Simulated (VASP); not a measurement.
H:

```
H
1.0
     2.01500    0.00000    0.00000
    -1.00750    1.74504    0.00000
     0.00000    0.00000    3.23700
H
2
Cartesian
  0.0000 1.1634 0.8093
  1.0075 0.5817 2.4278
```

Base run:

- Program: VASP 6.6.1
- Functional: PBEsol
- Potentials or basis: VASP PAW PBE potentials, release 64 (H)
- Cutoff: 500 eV
- k mesh: 13 × 13 × 7
- Occupations: fermi-dirac, width 0.03 eV
- Spin: no spin polarisation

Its results: band gap on the k mesh zero (bands 1 and 2 overlap by 8.81 eV); pressure -25.6 GPa.

Task: The run is repeated on the same cell with these changes: functional from PBEsol to PBE. What comes out?

Result: Band gap on the k mesh zero (bands 1 and 2 overlap by 8.65 eV); pressure -23.9 GPa.

PBE binds less tightly than PBEsol, so the same cell stands under more pressure.

Caveats: the cell stands under tension; the atoms stand far beyond bonding distance, and open shells without spin polarisation read as a metal; the PAW data sets were made with another functional, which shifts forces and pressure a little (at least some runs).
